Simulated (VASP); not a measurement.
The system is CdF2.

```xyz
3
Lattice="0.0000 2.6940 2.6940 2.6940 0.0000 2.6940 2.6940 2.6940 0.0000" Properties=species:S:1:pos:R:3 pbc="T T T"
Cd    0.0000    0.0000    0.0000
F     1.3470    1.3470    1.3470
F     4.0410    4.0410    4.0410
```

Base run:

| Quantity | Value |
| --- | --- |
| Program | VASP 6.6.1 |
| Functional | LDA |
| Potentials or basis | VASP PAW LDA potentials, release 64 (Cd, F) |
| Cutoff | 520 eV |
| k mesh | 8 × 8 × 8 |
| Occupations | gaussian, width 0.05 eV |
| Spin | no spin polarisation |

Its results: band gap on the k mesh 2.80 eV, indirect (least direct gap 3.28 eV); pressure -4.7 GPa.

Q: The run is repeated on the same cell with these changes: potentials or basis from VASP PAW LDA potentials, release 64 (Cd, F) to VASP PAW LDA potentials, release 64 (Cd_sv_GW, F); cutoff from 520 eV to 600 eV; further incar settings from ALGO = Normal; EDIFF = 1e-07; NBANDS = 20 to ALGO = Normal; EDIFF = 1e-06; NBANDS = 24; valence electrons from 26 to 34. What comes out?

A: Band gap on the k mesh 2.81 eV, indirect (least direct gap 3.29 eV); pressure -6.3 GPa.

A k mesh can miss the band edges.
